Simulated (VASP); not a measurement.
# TiB (Pnma) in VASP: notebook, part 2 of 2

VASP 6.6.1. The steps go on from the part before.

## Step 3: Single point, PBEsol

This run uses another cell than the first one, of 10.78 Å³/atom.

Contents of INCAR:

```
SYSTEM = TiB
PREC     = Accurate       ! precision mode
ENCUT    = 500            ! plane-wave cutoff, eV
EDIFF    = 1E-6           ! SCF threshold, eV
ISMEAR   = -1             ! smearing method
SIGMA    = 0.1            ! smearing width, eV
LREAL    = .FALSE.        ! projectors in reciprocal space
LASPH    = .TRUE.         ! aspherical terms in the spheres
NELM     = 120            ! most SCF steps
ALGO     = Normal         ! electronic algorithm
ISIF     = 2              ! what is computed and relaxed
LWAVE    = .FALSE.        ! write WAVECAR
LCHARG   = .FALSE.        ! write CHGCAR
GGA      = PS             ! functional
NBANDS   = 40             ! bands
GGA_COMPAT= .FALSE.
```

Contents of KPOINTS:

```
regular mesh
0
G
  5 9 6
  0 0 0
```

Contents of POSCAR:

```
TiB
1.0
    6.1403323753      0.0000000000      0.0000000000
    0.0000000000      3.0701661876      0.0000000000
    0.0000000000      0.0000000000      4.5751496130
Ti B
4 4
Direct
    0.1770000000      0.2500000000      0.1230000000
    0.8230000000      0.7500000000      0.8770000000
    0.3230000000      0.7500000000      0.6230000000
    0.6770000000      0.2500000000      0.3770000000
    0.0290000000      0.2500000000      0.6030000000
    0.9710000000      0.7500000000      0.3970000000
    0.4710000000      0.7500000000      0.1030000000
    0.5290000000      0.2500000000      0.8970000000
```

Potentials or basis: VASP PAW PBE potentials, release 64 (Ti_sv, B).

On the command line:

```bash
$ cat potpaw_PBE.64/Ti_sv/POTCAR potpaw_PBE.64/B/POTCAR > POTCAR
$ mpirun -np 1 vasp_std > vasp.out
```

OUTCAR:

```text
SYSTEM = TiB
   PREC = Accurate
   ENCUT = 500
   EDIFF = 1E-6
   ISMEAR = -1
   LREAL = .FALSE.
   LASPH = .TRUE.
   NELM = 120
   ISIF = 2
   GGA = PS

 ion  position               nearest neighbor table
   1  0.177  0.250  0.123-   6 2.35   6 2.35   7 2.37   7 2.37   5 2.38   8 2.40   2 2.89   2 2.89
                             3 2.90   3 2.90   3 2.90   3 2.90
   2  0.823  0.750  0.877-   5 2.35   5 2.35   8 2.37   8 2.37   6 2.38   7 2.40   1 2.89   1 2.89
                             4 2.90   4 2.90   4 2.90   4 2.90
   3  0.323  0.750  0.623-   8 2.35   8 2.35   5 2.37   5 2.37   7 2.38   6 2.40   4 2.89   4 2.89
                             1 2.90   1 2.90   1 2.90   1 2.90
[... 1257 lines left out ...]
  in kB      -75.9508780    -74.7698251    -73.4441302      0.0000000      0.0000000      0.0000000
  external PRESSURE =     -74.7216111 kB  Pullay stress =       0.0000000 kB

 VOLUME and BASIS-vectors are now :
 -----------------------------------------------------------------------------
  energy-cutoff  :      500.00
  volume of cell :       86.25
      direct lattice vectors                 reciprocal lattice vectors
     6.140332375  0.000000000  0.000000000     0.162857634  0.000000000  0.000000000
     0.000000000  3.070166188  0.000000000     0.000000000  0.325715267  0.000000000
     0.000000000  0.000000000  4.575149613     0.000000000  0.000000000  0.218572087

 POSITION                                       TOTAL-FORCE (eV/Angst)
 -----------------------------------------------------------------------------------
      1.08684      0.76754      0.56274         0.114235      0.000000      0.004422
      5.05349      2.30262      4.01241        -0.114235      0.000000     -0.004422
      1.98333      2.30262      2.85032        -0.114235      0.000000      0.004422
      4.15701      0.76754      1.72483         0.114235     -0.000000     -0.004422
      0.17807      0.76754      2.75882         0.037472      0.000000     -0.276487
      5.96226      2.30262      1.81633        -0.037472      0.000000      0.276487
      2.89210      2.30262      0.47124        -0.037472      0.000000     -0.276487
      3.24824      0.76754      4.10391         0.037472      0.000000      0.276487
 -----------------------------------------------------------------------------------
    total drift:                               -0.000000      0.000000     -0.000000

  FREE ENERGIE OF THE ION-ELECTRON SYSTEM (eV)
  ---------------------------------------------------
  free  energy   TOTEN  =       -68.5941621034 eV

  energy  without entropy=      -68.4521890206  energy(sigma->0) =      -68.52317556
```

OSZICAR:

```text
N       E                     dE             d eps       ncg     rms          rms(c)
DAV:   1     0.745067359390E+03    0.74507E+03   -0.28468E+04  4800   0.177E+03
DAV:   2     0.208094467095E+02   -0.72426E+03   -0.70244E+03  4816   0.547E+02
DAV:   3    -0.739218527575E+02   -0.94731E+02   -0.92327E+02  7016   0.173E+02
DAV:   4    -0.832919050178E+02   -0.93701E+01   -0.93295E+01  7256   0.500E+01
DAV:   5    -0.837380378446E+02   -0.44613E+00   -0.44595E+00  7280   0.100E+01    0.282E+01
DAV:   6    -0.681139248654E+02    0.15624E+02   -0.10163E+02  6464   0.614E+01    0.530E+00
DAV:   7    -0.685586972843E+02   -0.44477E+00   -0.88434E+00  6920   0.145E+01    0.489E+00
DAV:   8    -0.685735636771E+02   -0.14866E-01   -0.38129E-01  6552   0.324E+00    0.304E+00
DAV:   9    -0.685983812456E+02   -0.24818E-01   -0.18180E-01  7000   0.257E+00    0.785E-01
DAV:  10    -0.685940569972E+02    0.43242E-02   -0.10869E-01  6336   0.201E+00    0.176E-01
DAV:  11    -0.685941043400E+02   -0.47343E-04   -0.57289E-03  6880   0.488E-01    0.474E-02
DAV:  12    -0.685941878981E+02   -0.83558E-04   -0.67545E-04  7128   0.118E-01    0.416E-02
DAV:  13    -0.685941613578E+02    0.26540E-04   -0.15905E-04  6976   0.623E-02    0.578E-03
DAV:  14    -0.685941621034E+02   -0.74552E-06   -0.56154E-06  5264   0.133E-02
   1 F= -.68594162E+02 E0= -.68523176E+02  d E =-.141973E+00
```

stdout:

```text
POSCAR found type information on POSCAR TiB
 POSCAR found :  2 types and       8 ions
 scaLAPACK will be used
 -----------------------------------------------------------------------------
|                                                                             |
|                                                                             |
|     You enforced a specific xc type in the INCAR file but a different       |
|     I HOPE YOU KNOW WHAT YOU ARE DOING!                                     |
|                                                                             |
 -----------------------------------------------------------------------------

 LDA part: xc-table for (Slater+PW92), standard interpolation
 POSCAR, INCAR and KPOINTS ok, starting setup
 FFT: planning ... GRIDC
 FFT: planning ... GRID_SOFT
 FFT: planning ... GRID
 WAVECAR not read
 entering main loop
```

Run time: 3.7 min. Hardware: 1 thread of Intel Xeon Platinum 8488C (Sapphire Rapids), shared host; peak memory 0.28 GiB.

Results:

```
Free energy            : -68.5942 eV
Pressure               : -7.5 GPa
Largest force          : 0.279 eV/Å
Band gap on the k mesh : zero (bands 30 and 31 overlap by 1.56 eV)
```

Forces on the atoms (eV/Å):
```
Ti   0.114  0.000  0.004
Ti  -0.114  0.000 -0.004
Ti  -0.114  0.000  0.004
Ti   0.114  0.000 -0.004
B    0.037  0.000 -0.276
B   -0.037  0.000  0.276
B   -0.037  0.000 -0.276
B    0.037  0.000  0.276
```

Caveat: the cell stands under tension; the PAW data sets were made with another functional, which shifts forces and pressure a little.

## Step 4: Single point, PBEsol

This run uses another cell than the first one, of 11.10 Å³/atom.

INCAR is that of step 3.

KPOINTS is that of step 3.

Edit POSCAR of step 3 so:

```diff
@@ -2,5 +2,5 @@
 1.0
-    6.1403323753      0.0000000000      0.0000000000
-    0.0000000000      3.0701661876      0.0000000000
-    0.0000000000      0.0000000000      4.5751496130
+    6.2005355514      0.0000000000      0.0000000000
+    0.0000000000      3.1002677757      0.0000000000
+    0.0000000000      0.0000000000      4.6200068814
 Ti B
```

On the command line:

```bash
$ cat potpaw_PBE.64/Ti_sv/POTCAR potpaw_PBE.64/B/POTCAR > POTCAR
$ mpirun -np 1 vasp_std > vasp.out
```

Wall time 3.8 min (1 thread of Intel Xeon Platinum 8488C (Sapphire Rapids), shared host); peak memory 0.28 GiB.

Results (log left out):

- Free energy: -68.4323 eV
- Pressure: -12.8 GPa
- Largest force: 0.333 eV/Å
- Band gap on the k mesh: zero (bands 30 and 31 overlap by 1.52 eV)

Forces in eV/Å, atoms in the order of the input:
```
Ti   0.138  0.000  0.046
Ti  -0.138  0.000 -0.046
Ti  -0.138  0.000  0.046
Ti   0.138  0.000 -0.046
B    0.009  0.000 -0.333
B   -0.009  0.000  0.333
B   -0.009  0.000 -0.333
B    0.009  0.000  0.333
```

Stress tensor (GPa, compression positive):
```
-12.73   0.00   0.00
  0.00 -13.05   0.00
  0.00   0.00 -12.61
```

Levels at points of the mesh, in eV from the Fermi level:
| k point | band 28 | band 29 | band 30 | band 31 | band 32 | band 33 |
| --- | --- | --- | --- | --- | --- | --- |
| (0.00, 0.00, 0.00) | -0.74 | 0.60 | 0.74 | 0.87 | 1.17 | 1.39 |
| (0.00, 0.00, 0.50) | -0.87 | -0.03 | -0.03 | 1.51 | 1.51 | 1.95 |

Caveat: the cell stands under tension; the PAW data sets were made with another functional, which shifts forces and pressure a little.

## Step 5: The runs side by side

```csv
cell,gap on the mesh (eV),pressure (GPa),largest force (eV/Å)
"a = 6.016, b = 3.008, c = 4.483 Å, 8 atoms",none,5.9,0.18
"a = 6.140, b = 3.070, c = 4.575 Å, 8 atoms",none,-7.5,0.28
"a = 6.201, b = 3.100, c = 4.620 Å, 8 atoms",none,-12.8,0.33
```

Alike in all rows: task single point; level PBEsol; potentials or basis VASP PAW PBE potentials, release 64 (Ti_sv, B); no spin polarisation; k mesh 5 × 9 × 6; cutoff (eV) 500; smearing fermi-dirac 0.1 eV.

Caveats: the PAW data sets were made with another functional, which shifts forces and pressure a little; the cell stands under tension (at least some runs); the cell stands under pressure (at least some runs).

Absolute energies hang on the potentials; compare differences alone.
